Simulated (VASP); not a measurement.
# BN in VASP: further runs

The runs below take BN through single point, with PBE.

All numbers are computed with VASP 6.6.1; they aren't measurements. Logs are shortened: lines on timing, memory, paths and dates and some standing lists are left out, and cuts for length are marked.

### 1 The cell of the first run

The structure is hexagonal, space group P6_3mc (No. 186). The conventional cell has a = 2.536 Å, b = 2.536 Å, c = 4.199 Å, α = 90.00°, β = 90.00°, γ = 120.00°. B (site symmetry 3m) has 4 N at 1.56 to 1.57 Å within 2.1 Å. N (site symmetry 3m) has 4 B at 1.56 to 1.57 Å within 2.1 Å.

### 2 Single point, PBE

Contents of INCAR:

```
PREC = Accurate
ENCUT = 520
EDIFF = 1E-7
ISMEAR = -1
SIGMA = 0.05
LREAL = False
LASPH = True
NELM = 60
ALGO = Normal
ISIF = 2
LWAVE = False
LCHARG = True
GGA = PE
LELF = True
LVHAR = True
NBANDS = 16
```

Contents of KPOINTS:

```
regular mesh
0
Gamma
  12 12 6
```

Contents of POSCAR:

```
BN
1.0
    2.5360000000      0.0000000000      0.0000000000
   -1.2680000000      2.1962400000      0.0000000000
    0.0000000000      0.0000000000      4.1990000000
B N
2 2
Direct
    0.6666666667      0.3333333333      0.0000000000
    0.3333333333      0.6666666667      0.5000000000
    0.6666666667      0.3333333333      0.3750000000
    0.3333333333      0.6666666667      0.8750000000
```

Potentials or basis: VASP PAW PBE potentials, release 64 (B, N).

Launch:

```console
cat potpaw_PBE.64/B/POTCAR potpaw_PBE.64/N/POTCAR > POTCAR
mpirun -np 1 vasp_std > vasp.out
```

OUTCAR:

```text
PREC = Accurate
   ENCUT = 520
   EDIFF = 1E-7
   ISMEAR = -1
   LREAL = False
   LASPH = True
   NELM = 60
   ISIF = 2
   GGA = PE

 ion  position               nearest neighbor table
   1  0.667  0.333  0.000-   4 1.56   4 1.56   4 1.56   3 1.57
   2  0.333  0.667  0.500-   3 1.56   3 1.56   3 1.56   4 1.57
   3  0.667  0.333  0.375-   2 1.56   2 1.56   2 1.56   1 1.57
   4  0.333  0.667  0.875-   1 1.56   1 1.56   1 1.56   2 1.57

  LATTYP: Found a hexagonal cell.
 ALAT       =     2.5360000000
 C/A-ratio  =     1.6557570978

  Lattice vectors:

 A1 = (   2.5360000000,   0.0000000000,   0.0000000000)
 A2 = (  -1.2680000000,   2.1962400000,   0.0000000000)
 A3 = (   0.0000000000,   0.0000000000,   4.1990000000)

Analysis of symmetry for initial positions (statically):
=====================================================================
 Subroutine PRICEL returns:
 Original cell was already a primitive cell.

 Routine SETGRP: Setting up the symmetry group for a
 hexagonal supercell.

 Subroutine GETGRP returns: Found 12 space group operations
 (whereof  6 operations were pure point group operations)
 out of a pool of 24 trial point group operations.

The static configuration has the point symmetry C_3v.
 The point group associated with its full space group is C_6v.

Analysis of symmetry for dynamics (positions and initial velocities):
=====================================================================
 Subroutine PRICEL returns:
 Original cell was already a primitive cell.

 Routine SETGRP: Setting up the symmetry group for a
 hexagonal supercell.

 Subroutine GETGRP returns: Found 12 space group operations
 (whereof  6 operations were pure point group operations)
 out of a pool of 24 trial point group operations.

The dynamic configuration has the point symmetry C_3v.
 The point group associated with its full space group is C_6v.

 Subroutine INISYM returns: Found 12 space group operations
 (whereof  6 operations are pure point group operations),
 and found     1 'primitive' translations

----------------------------------------------------------------------------------------

                                     Primitive cell

  volume of cell :      23.3870

  direct lattice vectors                    reciprocal lattice vectors
     2.536000000  0.000000000  0.000000000     0.394321767  0.227661822  0.000000000
    -1.268000000  2.196240000  0.000000000     0.000000000  0.455323644  0.000000000
     0.000000000  0.000000000  4.199000000     0.000000000  0.000000000  0.238151941

  length of vectors
     2.536000000  2.535999633  4.199000000     0.455323578  0.455323644  0.238151941

  position of ions in fractional coordinates (direct lattice)
     0.666666667  0.333333333  0.000000000
     0.333333333  0.666666667  0.500000000
     0.666666667  0.333333333  0.375000000
     0.333333333  0.666666667  0.875000000

  ion indices of the primitive-cell ions
   primitive index   ion index
                 1           1
                 2           2
                 3           3
                 4           4

----------------------------------------------------------------------------------------

 KPOINTS: regular mesh

Automatic generation of k-mesh.
 Grid dimensions read from file:
 generate k-points for:   12   12    6

 Generating k-lattice:

  Cartesian coordinates                     Fractional coordinates (reciprocal lattice)
     0.032860147  0.018971819  0.000000000     0.083333333  0.000000000  0.000000000
     0.000000000  0.037943637  0.000000000     0.000000000  0.083333333  0.000000000
     0.000000000  0.000000000  0.039691990     0.000000000  0.000000000  0.166666667

  Length of vectors
     0.037943632  0.037943637  0.039691990

  Shift w.r.t. Gamma in fractional coordinates (k-lattice)
     0.000000000  0.000000000  0.000000000

 Subroutine IBZKPT returns following result:
 ===========================================

 Found     76 irreducible k-points:

 Following reciprocal coordinates:
            Coordinates               Weight
  0.000000  0.000000  0.000000      1.000000
  0.083333 -0.000000  0.000000      6.000000
  0.166667 -0.000000  0.000000      6.000000
  0.250000 -0.000000  0.000000      6.000000
  0.333333 -0.000000  0.000000      6.000000
  0.416667 -0.000000  0.000000      6.000000
[... 16 lines left out ...]
  0.250000 -0.000000  0.166667     12.000000
  0.333333 -0.000000  0.166667     12.000000
 [... further k-points ...]
   k-points           NKPTS =     76   k-points in BZ     NKDIM =     76   number of bands    NBANDS=     16
   number of dos      NEDOS =    301   number of ions     NIONS =      4
   total plane-waves  NPLWV =  12800
   dimension x,y,z NGX =    20 NGY =   20 NGZ =   32
   dimension x,y,z NGXF=    40 NGYF=   40 NGZF=   64
   ions per type =               2   2
   NGX,Y,Z   is equivalent  to a cutoff of  13.11, 13.11, 12.67 a.u.
   NGXF,Y,Z  is equivalent  to a cutoff of  26.22, 26.22, 25.34 a.u.
 SYSTEM =  unknown system
   PREC   = accura    normal or accurate (medium, high low for compatibility)
   ISTART =      0    job   : 0-new  1-cont  2-samecut
   ICHARG =      2    charge: 1-file 2-atom 10-const
   ISPIN  =      1    spin polarized calculation?
   LNONCOLLINEAR =      F non collinear calculations
   LSORBIT =      F    spin-orbit coupling
   LASPH  =      T    aspherical Exc in radial PAW
   ENCUT  =  520.0 eV  38.22 Ry    6.18 a.u.   4.72  4.72  7.81*2*pi/ulx,y,z
   NELM   =     60;   NELMIN=  2; NELMDL= -5     # of ELM steps
   EDIFF  = 0.1E-06   stopping-criterion for ELM
   LREAL  =      F    real-space projection
   EDIFFG = 0.1E-05   stopping-criterion for IOM
   NSW    =      0    number of steps for IOM
   IBRION =     -1    ionic relax: 0-MD 1-quasi-New 2-CG
   NFREE  =      0    steps in history (QN), initial steepest desc. (CG)
   ISIF   =      2    stress and relaxation
   ISYM   =      2    0-nonsym 1-usesym 2-fastsym
   POTIM  = 0.5000    time-step for ionic-motion
   TEBEG  =    0.0;   TEEND  =   0.0 temperature during run
   PSTRESS=    0.0 pullay stress
   NELECT =      16.0000    total number of electrons
   NUPDOWN=      -1.0000    fix difference up-down
   EMIN   =  10.00;   EMAX   =-10.00  energy-range for DOS
   EFERMI =   0.00;   METHOD = LEGACY
   ISMEAR =    -1;   SIGMA  =   0.05  broadening in eV -4-tet -1-fermi 0-gaus
   EFERMI_NEDOS =   21; number of points for ismear=-14 and -15
   IALGO  =     38    algorithm
   IMIX   =      4    mixing-type and parameters
     AMIX     =   0.40;   BMIX     =  1.00
     AMIX_MAG =   1.60;   BMIX_MAG =  1.00
  volume/ion in A,a.u.               =       5.85        39.46
  Fermi-wavevector in a.u.,A,eV,Ry     =   1.442524  2.725976 28.312048  2.080877
  Thomas-Fermi vector in A             =   2.561035
   LORBIT       =      0    0 simple, 1 ext, 2 COOP (PROOUT), +10 PAW based schemes
   GGA     = PE    functional components
   LHFCALC =     F    Hartree Fock is set to
   AEXX    =    0.0000 exact exchange contribution
   IVDW    =     0    specifies the selected vdW correction
   LEPSILON=     F    determine dielectric tensor
   LRPA    =     F    only Hartree local field effects (RPA)
 non-spin polarized calculation
  energy-cutoff  :      520.00
  volume of cell :       23.39
 maximum number of plane-waves:       652
 NGX is ok and might be reduce to    20
   NGX =  9   NGY =  9   NGZ = 15

 number of electron      15.9999999 magnetization

 Free energy of the ion-electron system (eV)
  ---------------------------------------------------
  ext. energy  EPLUGINS =         0.00000000
  ---------------------------------------------------
  free energy    TOTEN  =       -34.81903631 eV

  energy without entropy =      -34.81903631  energy(sigma->0) =      -34.81903631

 E-fermi :   8.6765     XC(G=0): -12.8632

 val. band max:        7.6800989425   @ k =   0.0000   0.0000   0.0000
 cond. band min:      12.8802707092   @ k =   0.3333   0.3333   0.0000
 fundamental gap:      5.2001717667
 Fermi energy:         8.6764985898

 k-point     1 :       0.0000    0.0000    0.0000
  band No.  band energies     occupation
      1     -12.8380      2.00000
      2      -8.6439      2.00000
      3      -3.3269      2.00000
      4       5.5461      2.00000
      5       5.5461      2.00000
      6       7.4317      2.00000
[... 8 lines left out ...]
     15      19.6667      0.00000
     16      24.0232      0.00000

 k-point     2 :       0.0833   -0.0000    0.0000
  band No.  band energies     occupation
      1     -12.6854      2.00000
      2      -8.5266      2.00000
      3      -3.1758      2.00000
      4       4.8491      2.00000
      5       5.2597      2.00000
      6       7.1037      2.00000
[... 8 lines left out ...]
     15      20.1141      0.00000
     16      23.7885      0.00000

 k-point     3 :       0.1667   -0.0000    0.0000
  band No.  band energies     occupation
      1     -12.2324      2.00000
      2      -8.1905      2.00000
      3      -2.7278      2.00000
      4       3.1720      2.00000
      5       4.5878      2.00000
      6       5.6804      2.00000
[... 8 lines left out ...]
     15      21.2781      0.00000
     16      23.1073      0.00000

 k-point     4 :       0.2500   -0.0000    0.0000
  band No.  band energies     occupation
      1     -11.4962      2.00000
      2      -7.6984      2.00000
      3      -2.0044      2.00000
      4       1.1838      2.00000
      5       3.8363      2.00000
      6       3.8991      2.00000
[... 8 lines left out ...]
     15      22.7841      0.00000
     16      23.2351      0.00000

 k-point     5 :       0.3333   -0.0000    0.0000
  band No.  band energies     occupation
      1     -10.5180      2.00000
      2      -7.2195      2.00000
      3      -1.0750      2.00000
      4      -0.5800      2.00000
      5       2.1157      2.00000
      6       3.2041      2.00000
[... 8 lines left out ...]
     15      23.6239      0.00000
     16      24.2421      0.00000

 k-point     6 :       0.4167   -0.0000    0.0000
  band No.  band energies     occupation
      1      -9.4116      2.00000
      2      -7.1203      2.00000
      3      -1.6773      2.00000
      4      -0.0632      2.00000
      5       0.6825      2.00000
      6       2.7938      2.00000
[... 8 lines left out ...]
     15      23.9775      0.00000
     16      25.2915      0.00000
[... 267 lines left out ...]
 k-point    21 :       0.0833   -0.0000    0.1667
  band No.  band energies     occupation
      1     -12.5187      2.00000
      2      -9.0924      2.00000
      3      -2.3189      2.00000
      4       4.9736      2.00000
      5       5.3826      2.00000
      6       6.3469      2.00000
[... 8 lines left out ...]
     15      19.8012      0.00000
     16      23.4593      0.00000

 k-point    22 :       0.1667   -0.0000    0.1667
  band No.  band energies     occupation
      1     -12.0681      2.00000
      2      -8.7273      2.00000
      3      -1.9240      2.00000
      4       3.3172      2.00000
      5       4.7200      2.00000
      6       5.2444      2.00000
[... 8 lines left out ...]
     15      20.9606      0.00000
     16      23.1025      0.00000

 k-point    23 :       0.2500   -0.0000    0.1667
  band No.  band energies     occupation
      1     -11.3369      2.00000
      2      -8.1757      2.00000
      3      -1.3470      2.00000
      4       1.4022      2.00000
      5       3.4654      2.00000
      6       3.9759      2.00000
[... 8 lines left out ...]
     15      22.4457      0.00000
     16      23.3184      0.00000

 k-point    24 :       0.3333   -0.0000    0.1667
  band No.  band energies     occupation
      1     -10.3688      2.00000
      2      -7.5817      2.00000
      3      -1.1990      2.00000
      4       0.2558      2.00000
      5       1.6669      2.00000
      6       3.3485      2.00000
[... 8 lines left out ...]
     15      23.8546      0.00000
     16      24.1353      0.00000

 [... further k-points ...]

------------------------ aborting loop because EDIFF is reached ----------------------------------------

  FORCE on cell =-STRESS in cart. coord.  units (eV):
  Direction    XX          YY          ZZ          XY          YZ          ZX
  --------------------------------------------------------------------------------------
  -------------------------------------------------------------------------------------
  Total        1.2677647      1.2677642      1.0897711      0.0000000      0.0000000     -0.0000000
  in kB       86.8509002     86.8508667     74.6570739      0.0000000      0.0000000     -0.0000000
  external PRESSURE =      82.7862803 kB  Pullay stress =       0.0000000 kB

 VOLUME and BASIS-vectors are now :
 -----------------------------------------------------------------------------
  energy-cutoff  :      520.00
  volume of cell :       23.39
      direct lattice vectors                 reciprocal lattice vectors
     2.536000000  0.000000000  0.000000000     0.394321767  0.227661822  0.000000000
    -1.268000000  2.196240000  0.000000000     0.000000000  0.455323644  0.000000000
     0.000000000  0.000000000  4.199000000     0.000000000  0.000000000  0.238151941

 POSITION                                       TOTAL-FORCE (eV/Angst)
 -----------------------------------------------------------------------------------
      1.26800      0.73208      0.00000         0.000000      0.000000      0.057896
     -0.00000      1.46416      2.09950        -0.000000     -0.000000      0.057896
      1.26800      0.73208      1.57462        -0.000000     -0.000000     -0.057896
     -0.00000      1.46416      3.67413         0.000000      0.000000     -0.057896
 -----------------------------------------------------------------------------------
    total drift:                               -0.000000     -0.000000     -0.000192

  FREE ENERGIE OF THE ION-ELECTRON SYSTEM (eV)
  ---------------------------------------------------
  free  energy   TOTEN  =       -34.8190363106 eV

  energy  without entropy=      -34.8190363106  energy(sigma->0) =      -34.81903631
```

Run time: 58 s. Hardware: 1 thread of Intel Xeon 8259CL, shared host; peak memory 0.14 GiB.

Results:

| Quantity | Value |
| --- | --- |
| Free energy | -34.8190 eV |
| Pressure | 8.3 GPa |
| Largest force | 0.058 eV/Å |
| Band gap on the k mesh | 5.20 eV (least direct gap 8.35 eV) |

Forces on the atoms (eV/Å):
```
B    0.000  0.000  0.058
B    0.000  0.000  0.058
N    0.000  0.000 -0.058
N    0.000  0.000 -0.058
```

Stress tensor (GPa, compression positive):
```
8.69 0.00 0.00
0.00 8.69 0.00
0.00 0.00 7.47
```

Caveat: the cell stands under pressure. As with any semilocal functional, this PBE gap is likely too small.

(Part 1 of 2 ends here.)
